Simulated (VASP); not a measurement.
Set up this calculation in VASP 6.6.1, as the native input.

* Task: single point
* Functional: PBEsol
* Potentials or basis: VASP PAW PBE potentials, release 64 (K_sv)
* Cutoff: 520 eV
* k mesh: 9 × 9 × 9
* Occupations: fermi-dirac, width 0.05 eV
* Spin: no spin polarisation
* Dipole correction: no
* Further INCAR settings: ALGO = Normal; EDIFF = 1e-06; NBANDS = 16

The structure of K lies in POSCAR:

```
K
1.0
    5.2200000000      0.0000000000      0.0000000000
    0.0000000000      5.2200000000      0.0000000000
    0.0000000000      0.0000000000      5.2200000000
K
2
Direct
    0.0000000000      0.0000000000      0.0000000000
    0.5000000000      0.5000000000      0.5000000000
```

One way to write it, as run:

INCAR

```
SYSTEM = K
PREC = Accurate ; ENCUT = 520
EDIFF = 1E-6 ; ISMEAR = -1
SIGMA = 0.05 ; LREAL = .False.
LASPH = .True. ; NELM = 60
ALGO = Normal ; ISIF = 2
LWAVE = .False. ; LCHARG = .False.
GGA = PS ; NBANDS = 16
```

KPOINTS

```
regular mesh
0
Gamma
  9 9 9
  0 0 0
```

Potentials or basis: VASP PAW PBE potentials, release 64 (K_sv).

Launch:

```console
$ cat potpaw_PBE.64/K_sv/POTCAR > POTCAR
$ mpirun -np 1 vasp_std > vasp.out
```

Results of the run:

The pressure is 0.0 GPa and the band gap on the k mesh is zero (bands 9 and 10 overlap by 1.38 eV).

Caveat: the PAW data sets were made with another functional, which shifts forces and pressure a little.

It took 110 s on 1 thread of Intel Xeon 8259CL (shared host), peak memory 0.26 GiB.
